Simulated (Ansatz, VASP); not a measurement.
# Two plane-wave programs on InB2As3

```
In B As
1.0
     3.44963    0.00000    0.00000
     0.00000    3.44963    0.00000
     0.00000    0.00000    8.61944
In B As
1 2 3
Direct
  0.00000 0.00000 0.50000
  0.50000 0.50000 0.40712
  0.50000 0.50000 0.59288
  0.00000 0.00000 0.82709
  0.00000 0.00000 0.17291
  0.50000 0.50000 0.00000
```

Alike in both runs: functional PBE; k mesh 10 × 10 × 6; occupations gaussian, width 0.1 eV; no spin polarisation.

Ansatz relaxed the structure, and its values are those at the end. VASP's run is a single point on that final structure, the one shown.

```csv
,VASP,Ansatz
version,VASP 6.6.1,Ansatz 0.2.0
potentials or method,"VASP PAW PBE potentials, release 64 (In_d, B, As), cutoff 520 eV","scalar-relativistic, plane waves, PAW"
valence electrons in the cell,34,64
```

Ansatz gave:

```
gap on the k mesh at the Fermi level (eV) : none
pressure (GPa)                            : 0.0
rms of the force components (eV/Å)        : 0.001
```

**Question.** What did VASP give for the same quantities?

**Answer.** gap on the k mesh at the Fermi level (eV): none; pressure (GPa): 0.1; rms of the force components (eV/Å): 0.008.

A gap of «none» marks a metal or a gap that the smearing closes. VASP's potentials hold 34 valence electrons a cell and Ansatz's 64, so a difference there can come from the potentials and not from the codes.
